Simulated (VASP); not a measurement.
Write the native input for VASP 6.6.1 that does the following.

| Quantity | Value |
| --- | --- |
| Task | single point |
| Functional | PBE |
| Dispersion | D3(BJ) |
| Potentials or basis | VASP PAW PBE potentials, release 64 (C) |
| Cutoff | 520 eV |
| k mesh | 15 × 15 × 15 |
| Occupations | gaussian, width 0.05 eV |
| Spin | no spin polarisation |
| Dipole correction | no |
| Further INCAR settings | ALGO = Normal; EDIFF = 1e-07; NBANDS = 11 |

The structure of C lies in POSCAR:

```
C
1.0
    1.2530633577      0.7234564669      3.4170642636
   -1.2530633577      0.7234564669      3.4170642636
    0.0000000000     -1.4469129338      3.4170642636
C
2
Direct
    0.1741331993      0.1741331993      0.1741331993
    0.8258668007      0.8258668007      0.8258668007
```

The input as run:

INCAR

```
ALGO     = Normal         # electronic algorithm
EDIFF    = 1E-7           # SCF threshold, eV
ENCUT    = 520            # plane-wave cutoff, eV
GGA      = PE             # functional
ISIF     = 2              # what is computed and relaxed
ISMEAR   = 0              # smearing method
IVDW     = 12             # dispersion correction
LASPH    = True           # aspherical terms in the spheres
LCHARG   = False          # write CHGCAR
LREAL    = False          # projectors in reciprocal space
LWAVE    = False          # write WAVECAR
NBANDS   = 11             # bands
NELM     = 60             # most SCF steps
PREC     = Accurate       # precision mode
SIGMA    = 0.05           # smearing width, eV
```

KPOINTS

```
k-points
0
Gamma
  15 15 15
```

Potentials or basis: VASP PAW PBE potentials, release 64 (C).

The run is started by

```console
$ cat potpaw_PBE.64/C/POTCAR > POTCAR
$ mpirun -np 1 vasp_std > vasp.out
```

Results of the run:

The pressure is -13.7 GPa, the largest force is 2.561 eV/Å and the band gap on the k mesh is 0.41 eV, direct. The dispersion energy per atom is -0.151 eV.

Caveat: forces of over 1 eV/Å act on the atoms, so gaps and moduli don't describe the material at rest.

Run time: 42 s on 1 thread of Intel(R) Xeon(R) 6975P-C (Granite Rapids) (shared host), peak memory 0.2 GiB.
